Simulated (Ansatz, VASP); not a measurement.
Au: VASP beside Ansatz

```
Au
1.0
     0.00000    2.04039    2.04550
     2.05061    0.00000    2.04550
     2.05061    2.04039    0.00000
Au
1
Direct
  0.00000 0.00000 0.00000
```

Change from the starting cell: strain +0.0025 x Voigt [1, -1, 0, 0, 0, 0], atoms carried along.

Alike in both runs: task single point; functional PBEsol; k mesh 20 × 20 × 20; occupations gaussian, width 0.15 eV; no spin polarisation.

```csv
,VASP,Ansatz
version,VASP 6.6.1,Ansatz 0.2.0
potentials or method,"VASP PAW PBE potentials, release 64 (Au), cutoff 520 eV","scalar-relativistic, plane waves, PAW"
valence electrons in the cell,11,19
```

|  | VASP | Ansatz | Ansatz less VASP |
| --- | --- | --- | --- |
| gap on the k mesh at the Fermi level (eV) | none | none | - |
| pressure (GPa) | -1.2 | -1.0 | +0.26 |
| traceless stress, the component that is largest in VASP (GPa) | -0.08 | -0.08 | +0.001 |

VASP's potentials were made for PBE, not for PBEsol. A gap of «none» marks a metal or a gap that the smearing closes. VASP's potentials hold 11 valence electrons a cell and Ansatz's 19, so a difference there can come from the potentials and not from the codes.

Spin-orbit coupling is off throughout.
